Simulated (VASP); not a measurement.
Input of a VASP 6.6.1 run:

Contents of INCAR:

```
ALGO = Normal
EDIFF = 1E-7
ENCUT = 520
GGA = PE
ISIF = 2
ISMEAR = 0
LASPH = T
LCHARG = F
LREAL = F
LWAVE = F
NBANDS = 10
NELM = 100
PREC = Accurate
SIGMA = 0.02
```

KPOINTS

```
k-points
0
Gamma
  9 9 6
```

File POSCAR:

```
H
1.0
    3.6680157771      0.0000000000      0.0000000000
   -1.8340078885      3.1765948444      0.0000000000
    0.0000000000      0.0000000000      4.9718700258
H
4
Direct
    0.3333333300      0.6666666700      0.1496086418
    0.6666666700      0.3333333300      0.6843921560
    0.6666666700      0.3333333300      0.8156078440
    0.3333333300      0.6666666700      0.3503913582
```

Potentials or basis: VASP PAW PBE potentials, release 64 (H).

The run is started by

```console
$ cat potpaw_PBE.64/H/POTCAR > POTCAR
$ mpirun -np 1 vasp_std > vasp.out
```

Task: What does it give for the largest force?

Result: 4.750 eV/Å.

Task: Estimate the pressure.

Result: -1.0 GPa.

Task: Estimate the band gap on the k mesh.

Result: 7.59 eV (least direct gap 7.74 eV).

Forces in eV/Å, atoms in the order of the input:
```
H    0.000  0.000  4.219
H    0.000  0.000 -4.750
H    0.000  0.000  4.750
H    0.000  0.000 -4.219
```

Caveat: the cell differs from its parent crystal (strained and its atoms moved); an odd mesh through Γ misses points on the zone boundary, where band edges can lie; forces of over 1 eV/Å act on the atoms, so gaps and moduli don't describe the material at rest.
